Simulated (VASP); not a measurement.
Wanted: the native input for a VASP 6.6.1 run.

```yaml
Task: single point
Functional: PBEsol
Potentials_or_basis: VASP PAW PBE potentials, release 64 (Al, N)
Cutoff: 600 eV
k_mesh: 12 × 12 × 6
Occupations: gaussian, width 0.05 eV
Spin: no spin polarisation
Dipole_correction: no
Further_INCAR_settings: ALGO = Normal; EDIFF = 1e-06; NBANDS = 16
```

The structure of AlN lies in POSCAR:

```
AlN
1.0
    3.1110021516      0.0000000000      0.0000000000
   -1.5555010758      2.6942068945      0.0000000000
    0.0000000000      0.0000000000      4.9780000000
Al N
2 2
Direct
    0.3333333333      0.6666666667      0.0000000000
    0.6666666667      0.3333333333      0.5000000000
    0.2369013846      0.6666666667      0.3850000000
    0.6666666667      0.3333333333      0.8850000000
```

This cell differs from its parent crystal: atom 3 (N) moved by (-0.300, +0.000) A along x and y.

One way to write it, as run:

INCAR

```
ALGO = Normal
EDIFF = 1E-6
ENCUT = 600
GGA = PS
GGA_COMPAT = False
ISIF = 2
ISMEAR = 0
LASPH = True
LCHARG = False
LREAL = False
LWAVE = False
NBANDS = 16
NELM = 120
PREC = Accurate
SIGMA = 0.05
```

KPOINTS

```
k-points
0
Gamma
  12 12 6
```

Potentials or basis: VASP PAW PBE potentials, release 64 (Al, N).

Command:

```bash
$ cat potpaw_PBE.64/Al/POTCAR potpaw_PBE.64/N/POTCAR > POTCAR
$ mpirun -np 1 vasp_std > vasp.out
```

Results of the run:

The pressure is 7.0 GPa. The largest force is 6.543 eV/Å. The band gap on the k mesh is 3.76 eV, direct.

Caveat: the cell differs from its parent crystal (atom 3 (N) moved by (-0.300, +0.000) A along x and y); the PAW data sets were made with another functional, which shifts forces and pressure a little.

Run time: 7.3 min on 1 thread of AMD EPYC 7R43 64-Core Processor (Zen 3), on a shared host, peak memory 0.37 GiB.
